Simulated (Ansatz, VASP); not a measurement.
# Two plane-wave programs on W

```
W
1.0
     2.75192    0.00000    0.00000
    -1.37596    2.38323    0.00000
     0.00000    0.00000    4.91685
W
2
Cartesian
  0.0000 1.5888 1.2292
  1.3760 0.7944 3.6876
```

Alike in both runs: task relaxation of cell and atoms; functional PBEsol; k mesh 9 × 9 × 4; occupations gaussian, width 0.1 eV; no spin polarisation.

|  | VASP | Ansatz |
| --- | --- | --- |
| version | VASP 6.6.1 | Ansatz 0.2.0 |
| potentials or method | VASP PAW PBE potentials, release 64 (W_sv), cutoff 600 eV | scalar-relativistic, plane waves, PAW |
| valence electrons in the cell | 28 | 28 |

```csv
,VASP,Ansatz,Ansatz less VASP
"gap on the k mesh at the Fermi level, each at its own relaxed structure (eV)",none,none,-
relaxed volume (Å³/atom),16.13,16.07,-0.055
relaxed length of the cell vector where the two differ most in proportion (Å),2.758,2.755,-0.0032
```

VASP's potentials were made for PBE, not for PBEsol. A gap of «none» marks a metal or a gap that the smearing closes.

Spin-orbit coupling is off throughout.
